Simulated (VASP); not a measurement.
# TiOs (Pm-3m) in VASP: a series of runs, part 2 of 2

VASP 6.6.1. Earlier steps stand in the parts before.

## (4) Relaxation of cell and atoms, LDA

File INCAR:

```
SYSTEM = TiOs
PREC = Accurate
ENCUT = 600
EDIFF = 1E-6
ISMEAR = -1
SIGMA = 0.15
LREAL = .False.
LASPH = .True.
NELM = 80
ALGO = Normal
ISIF = 3
LWAVE = .False.
LCHARG = .False.
IBRION = 2
NSW = 80
EDIFFG = -0.001
```

File KPOINTS:

```
Automatic mesh
0
Gamma
  14 14 14
  0 0 0
```

File POSCAR:

```
TiOs
1.0
    3.0398976923      0.0000000000      0.0000000000
    0.0000000000      3.0398976923      0.0000000000
    0.0000000000      0.0000000000      3.0398976923
Ti Os
1 1
Direct
    0.5000000000      0.5000000000      0.5000000000
    0.0000000000      0.0000000000      0.0000000000
```

Potentials or basis: VASP PAW LDA potentials, release 64 (Ti_sv, Os).

On the command line:

```sh
$ cat potpaw_LDA.64/Ti_sv/POTCAR potpaw_LDA.64/Os/POTCAR > POTCAR
$ mpirun -np 1 vasp_std > vasp.out
```

OUTCAR:

```text
SYSTEM = TiOs
   PREC = Accurate
   ENCUT = 600
   EDIFF = 1E-6
   ISMEAR = -1
   LREAL = .False.
   LASPH = .True.
   NELM = 80
   ISIF = 3
   IBRION = 2
   NSW = 80
   EDIFFG = -0.001

 ion  position               nearest neighbor table
   1  0.500  0.500  0.500-   2 2.63   2 2.63   2 2.63   2 2.63   2 2.63   2 2.63   2 2.63   2 2.63

   2  0.000  0.000  0.000-   1 2.63   1 2.63   1 2.63   1 2.63   1 2.63   1 2.63   1 2.63   1 2.63

  LATTYP: Found a simple cubic cell.
 ALAT       =     3.0398976923

  Lattice vectors:

 A1 = (   3.0398976923,   0.0000000000,   0.0000000000)
 A2 = (   0.0000000000,   3.0398976923,   0.0000000000)
 A3 = (   0.0000000000,   0.0000000000,   3.0398976923)

Analysis of symmetry for initial positions (statically):
=====================================================================
 Subroutine PRICEL returns:
 Original cell was already a primitive cell.

 Routine SETGRP: Setting up the symmetry group for a
 simple cubic supercell.

 Subroutine GETGRP returns: Found 48 space group operations
 (whereof 48 operations were pure point group operations)
 out of a pool of 48 trial point group operations.

The static configuration has the point symmetry O_h .

Analysis of symmetry for dynamics (positions and initial velocities):
=====================================================================
 Subroutine PRICEL returns:
 Original cell was already a primitive cell.

 Routine SETGRP: Setting up the symmetry group for a
 simple cubic supercell.

 Subroutine GETGRP returns: Found 48 space group operations
 (whereof 48 operations were pure point group operations)
 out of a pool of 48 trial point group operations.

The dynamic configuration has the point symmetry O_h .

 Subroutine INISYM returns: Found 48 space group operations
 (whereof 48 operations are pure point group operations),
 and found     1 'primitive' translations

----------------------------------------------------------------------------------------

                                     Primitive cell

  volume of cell :      28.0916

  direct lattice vectors                    reciprocal lattice vectors
     3.039897692  0.000000000  0.000000000     0.328958439  0.000000000  0.000000000
     0.000000000  3.039897692  0.000000000     0.000000000  0.328958439  0.000000000
     0.000000000  0.000000000  3.039897692     0.000000000  0.000000000  0.328958439

  length of vectors
     3.039897692  3.039897692  3.039897692     0.328958439  0.328958439  0.328958439

  position of ions in fractional coordinates (direct lattice)
     0.500000000  0.500000000  0.500000000
     0.000000000  0.000000000  0.000000000

  ion indices of the primitive-cell ions
   primitive index   ion index
                 1           1
                 2           2

----------------------------------------------------------------------------------------

 KPOINTS: Automatic mesh

Automatic generation of k-mesh.
 Grid dimensions read from file:
 generate k-points for:   14   14   14

 Generating k-lattice:

  Cartesian coordinates                     Fractional coordinates (reciprocal lattice)
     0.023497031  0.000000000  0.000000000     0.071428571  0.000000000  0.000000000
[... 51 lines left out ...]
   ISTART =      0    job   : 0-new  1-cont  2-samecut
   ICHARG =      2    charge: 1-file 2-atom 10-const
   ISPIN  =      1    spin polarized calculation?
   LNONCOLLINEAR =      F non collinear calculations
   LSORBIT =      F    spin-orbit coupling
   LASPH  =      T    aspherical Exc in radial PAW
   ENCUT  =  600.0 eV  44.10 Ry    6.64 a.u.   6.07  6.07  6.07*2*pi/ulx,y,z
   NELM   =     80;   NELMIN=  2; NELMDL= -5     # of ELM steps
   EDIFF  = 0.1E-05   stopping-criterion for ELM
   LREAL  =      F    real-space projection
   EDIFFG = -.1E-02   stopping-criterion for IOM
   NSW    =     80    number of steps for IOM
   IBRION =      2    ionic relax: 0-MD 1-quasi-New 2-CG
   NFREE  =      1    steps in history (QN), initial steepest desc. (CG)
   ISIF   =      3    stress and relaxation
   ISYM   =      2    0-nonsym 1-usesym 2-fastsym
   POTIM  = 0.5000    time-step for ionic-motion
   TEBEG  =    0.0;   TEEND  =   0.0 temperature during run
   PSTRESS=    0.0 pullay stress
   NELECT =      20.0000    total number of electrons
   NUPDOWN=      -1.0000    fix difference up-down
   EMIN   =  10.00;   EMAX   =-10.00  energy-range for DOS
   EFERMI =   0.00;   METHOD = LEGACY
   ISMEAR =    -1;   SIGMA  =   0.15  broadening in eV -4-tet -1-fermi 0-gaus
   EFERMI_NEDOS =   21; number of points for ismear=-14 and -15
   IALGO  =     38    algorithm
   IMIX   =      4    mixing-type and parameters
     AMIX     =   0.40;   BMIX     =  1.00
     AMIX_MAG =   1.60;   BMIX_MAG =  1.00
  volume/ion in A,a.u.               =      14.05        94.79
  Fermi-wavevector in a.u.,A,eV,Ry     =   1.461815  2.762431 29.074347  2.136904
  Thomas-Fermi vector in A             =   2.578102
   LORBIT       =      0    0 simple, 1 ext, 2 COOP (PROOUT), +10 PAW based schemes
   GGA     = CA    functional components
   LHFCALC =     F    Hartree Fock is set to
   AEXX    =    0.0000 exact exchange contribution
   IVDW    =     0    specifies the selected vdW correction
   LEPSILON=     F    determine dielectric tensor
   LRPA    =     F    only Hartree local field effects (RPA)
 conjugate gradient relaxation of ions
 non-spin polarized calculation
  energy-cutoff  :      600.00
  volume of cell :       28.09
 maximum number of plane-waves:       968
   NGX = 13   NGY = 13   NGZ = 13

--------------------------------------- Ionic step        1  -------------------------------------------

 number of electron      20.0000005 magnetization

 Free energy of the ion-electron system (eV)
  ---------------------------------------------------
  ext. energy  EPLUGINS =         0.00000000
  ---------------------------------------------------
  free energy    TOTEN  =       -22.70443523 eV

  energy without entropy =      -22.66712821  energy(sigma->0) =      -22.68578172

------------------------ aborting loop because EDIFF is reached ----------------------------------------

  FORCE on cell =-STRESS in cart. coord.  units (eV):
  Direction    XX          YY          ZZ          XY          YZ          ZX
  --------------------------------------------------------------------------------------
  -------------------------------------------------------------------------------------
  Total        0.0762026      0.0762026      0.0762026      0.0000000      0.0000000      0.0000000
  in kB        4.3461361      4.3461361      4.3461361      0.0000000      0.0000000      0.0000000
  external PRESSURE =       4.3461361 kB  Pullay stress =       0.0000000 kB
[... 59 lines left out ...]
--------------------------------------- Ionic step        3  -------------------------------------------

 number of electron      20.0000005 magnetization

 Free energy of the ion-electron system (eV)
  ---------------------------------------------------
  ext. energy  EPLUGINS =         0.00000000
  ---------------------------------------------------
  free energy    TOTEN  =       -22.70450118 eV

  energy without entropy =      -22.66714357  energy(sigma->0) =      -22.68582238

 E-fermi :   9.7851     XC(G=0): -13.5217

 val. band max:        9.7639860502   @ k =   0.5000   0.4286   0.0000
 cond. band min:       9.8321101045   @ k =   0.5000   0.1429   0.0000
 fundamental gap:      0.0681240543
 Fermi energy:         9.7850734248

 k-point     1 :       0.0000    0.0000    0.0000
  band No.  band energies     occupation
      1     -46.4803      2.00000
      2     -23.0023      2.00000
      3     -23.0023      2.00000
      4     -23.0023      2.00000
      5       1.1247      2.00000
      6       4.1946      2.00000
      7       4.1946      2.00000
      8       8.3472      1.99986
      9       8.3472      1.99986
     10       8.3472      1.99986
     11      11.6372      0.00001
     12      11.6372      0.00001
     13      13.6089      0.00000
     14      13.6089      0.00000
[... 377 lines left out ...]
      1     -46.4443      2.00000
      2     -23.2187      2.00000
      3     -23.0908      2.00000
      4     -22.9876      2.00000
      5       3.8521      2.00000
      6       5.3585      2.00000
      7       6.4676      2.00000
      8       7.2413      2.00000
      9       7.8244      2.00000
     10       8.1662      1.99996
     11      10.4081      0.03094
     12      10.8732      0.00141
     13      11.7558      0.00000
     14      12.0976      0.00000

 [... further k-points ...]

------------------------ aborting loop because EDIFF is reached ----------------------------------------

  FORCE on cell =-STRESS in cart. coord.  units (eV):
  Direction    XX          YY          ZZ          XY          YZ          ZX
  --------------------------------------------------------------------------------------
  -------------------------------------------------------------------------------------
  Total       -0.0019491     -0.0019491     -0.0019491     -0.0000000     -0.0000000     -0.0000000
  in kB       -0.1109907     -0.1109907     -0.1109907     -0.0000000     -0.0000000     -0.0000000
  external PRESSURE =      -0.1109907 kB  Pullay stress =       0.0000000 kB
[... 17 lines left out ...]
  FREE ENERGIE OF THE ION-ELECTRON SYSTEM (eV)
  ---------------------------------------------------
  free  energy   TOTEN  =       -22.7045011808 eV

  energy  without entropy=      -22.6671435733  energy(sigma->0) =      -22.68582238

 reached required accuracy - stopping structural energy minimisation
```

It took 67 s on 1 thread of Intel Xeon Platinum 8488C (Sapphire Rapids), shared host; peak memory 0.18 GiB.

What came out:

```
Free energy                           : -22.7045 eV
Relaxed volume                        : 14.07 Å³/atom
Relaxed cell                          : a = 3.042 Å, b = 3.042 Å, c = 3.042 Å, α = 90.00°, β = 90.00°, γ = 90.00°
Space group after relaxing (to 0.1 Å) : Pm-3m (No. 221)
Energy gained by relaxing             : 0.0 meV/atom
Ionic steps                           : 3
Pressure after relaxing               : 0.0 GPa
Band gap on the k mesh                : zero (bands 10 and 11 overlap by 1.72 eV)
```

Final structure:
```
Ti Os
1.0
     3.04151    0.00000    0.00000
     0.00000    3.04151    0.00000
     0.00000    0.00000    3.04151
Ti Os
1 1
Direct
  0.50000 0.50000 0.50000
  0.00000 0.00000 0.00000
```

Levels at points of the mesh, in eV from the Fermi level:
```tsv
k point	band 8	band 9	band 10	band 11	band 12	band 13
(0.00, 0.00, 0.00)	-1.44	-1.44	-1.44	1.85	1.85	3.82
(0.50, 0.00, 0.00)	-1.73	-1.73	-1.03	-0.14	0.63	0.63
(0.50, 0.50, 0.00)	-3.37	1.09	1.09	1.13	1.22	2.18
(0.50, 0.50, 0.50)	-1.63	-1.63	-1.63	1.34	1.34	3.06
```

Caveat: spin-orbit coupling is left out, which moves the levels of the heavy elements.

## (5) Overview

```csv
task,cell,cutoff (eV),smearing,gap on the mesh (eV),pressure (GPa),relaxed volume (Å³/atom)
single point,as given,520,gaussian 0.1 eV,none,0.4,-
relaxation of cell and atoms,relaxed,600,gaussian 0.1 eV,none,0.0,14.07
relaxation of cell and atoms,relaxed,600,fermi-dirac 0.15 eV,none,0.0,14.07
```

Alike in all rows: level LDA; potentials or basis VASP PAW LDA potentials, release 64 (Ti_sv, Os); no spin polarisation; k mesh 14 × 14 × 14.

Caveats: spin-orbit coupling is left out, which moves the levels of the heavy elements.

Absolute energies hang on the potentials; compare differences alone.

The gap in the log of VASP goes by the Fermi energy; the results here count the filled bands.